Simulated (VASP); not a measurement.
Input of a VASP 6.6.1 run:

File INCAR:

```
SYSTEM = PbO2
PREC = Accurate ; ENCUT = 600
EDIFF = 1E-7 ; ISMEAR = 0
SIGMA = 0.05 ; LREAL = .FALSE.
LASPH = .TRUE. ; NELM = 80
ALGO = Normal ; ISIF = 4
LWAVE = .FALSE. ; LCHARG = .FALSE.
IBRION = 2 ; NSW = 60
EDIFFG = -0.02
```

The input KPOINTS:

```
regular mesh
0
G
  6 6 8
  0 0 0
```

File POSCAR:

```
PbO2
1.0
    4.9311693077      0.0000000000      0.0000000000
    0.0000000000      4.9311693077      0.0000000000
    0.0000000000      0.0000000000      3.4244992979
Pb O
2 4
Direct
    0.0000000000      0.0000000000      0.0000000000
    0.5000000000      0.5000000000      0.5000000000
    0.3070318417      0.3070318417      0.0000000000
    0.8070318417      0.1929681583      0.5000000000
    0.1929681583      0.8070318417      0.5000000000
    0.6929681583      0.6929681583      0.0000000000
```

Potentials or basis: VASP PAW LDA potentials, release 64 (Pb_d, O).

Command:

```console
$ cat potpaw_LDA.64/Pb_d/POTCAR potpaw_LDA.64/O/POTCAR > POTCAR
$ mpirun -np 1 vasp_std > vasp.out
```

(1) Predict the band gap on the k mesh.

## Answers

(1) 0.11 eV (least direct gap 0.16 eV).

Caveat: spin-orbit coupling is left out, which moves the levels of the heavy elements.
